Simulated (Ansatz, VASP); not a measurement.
## Two plane-wave programs on BaZrO3

```xyz
5
Lattice="4.2054 0.0000 0.0000 0.0000 4.2054 0.0000 0.0000 0.0000 4.1002" Properties=species:S:1:pos:R:3 pbc="T T T"
Ba    0.0000    0.0000    0.0000
Zr    2.1027    2.1027    2.0501
O     2.1027    2.1027    0.0000
O     2.1027    0.0000    2.0501
O     0.0000    2.1027    2.0501
```

Change from the starting cell: uniaxial_z strain -2.5%.

Alike in both runs: task single point; functional PBE; k mesh 6 × 6 × 6; occupations fermi-dirac, width 0.02 eV; no spin polarisation.

```csv
,VASP,Ansatz
version,VASP 6.6.1,Ansatz 0.2.0
potentials or method,"VASP PAW PBE potentials, release 64 (Ba_sv, Zr_sv, O)","plane waves, PAW"
plane-wave cutoff (eV),520,420
valence electrons in the cell,40,40
```

|  | VASP | Ansatz | Ansatz less VASP |
| --- | --- | --- | --- |
| gap on the k mesh at the Fermi level (eV) | 3.13 | 3.18 | +0.053 |
| pressure (GPa) | 8.0 | 6.9 | -1.12 |
| traceless stress, the component that is largest in VASP (GPa) | 4.53 | 4.43 | -0.092 |

The functional is the same, so the differences come from potentials, cutoffs and numerics.

Spin-orbit coupling is off throughout.
